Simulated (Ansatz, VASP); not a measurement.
KI: VASP beside Ansatz

```
K I
1.0
     2.41998   -4.19550    0.00000
     2.41998    4.19550    0.00000
     0.00000    0.00000    8.48957
K I
2 2
Direct
  0.50000 0.50000 0.50000
  0.50000 0.50000 0.00000
  0.83332 0.16668 0.25000
  0.16668 0.83332 0.75000
```

Alike in both runs: functional PBEsol; k mesh 5 × 5 × 3; no spin polarisation.

Ansatz relaxed the structure, and its values are those at the end. VASP's run is a single point on that final structure, the one shown.

```csv
,VASP,Ansatz
version,VASP 6.6.1,Ansatz 0.2.0
potentials or method,"VASP PAW PBE potentials, release 64 (K_sv, I)","plane waves, PAW"
plane-wave cutoff (eV),520,420
occupations,"gaussian, width 0.01 eV",fixed
valence electrons in the cell,32,52
```

```csv
,VASP,Ansatz,Ansatz less VASP
pressure (GPa),0.0,0.0,-0.04
```

VASP's potentials were made for PBE, not for PBEsol. VASP's potentials hold 32 valence electrons a cell and Ansatz's 52, so a difference there can come from the potentials and not from the codes.

Neither program's run includes spin-orbit coupling.
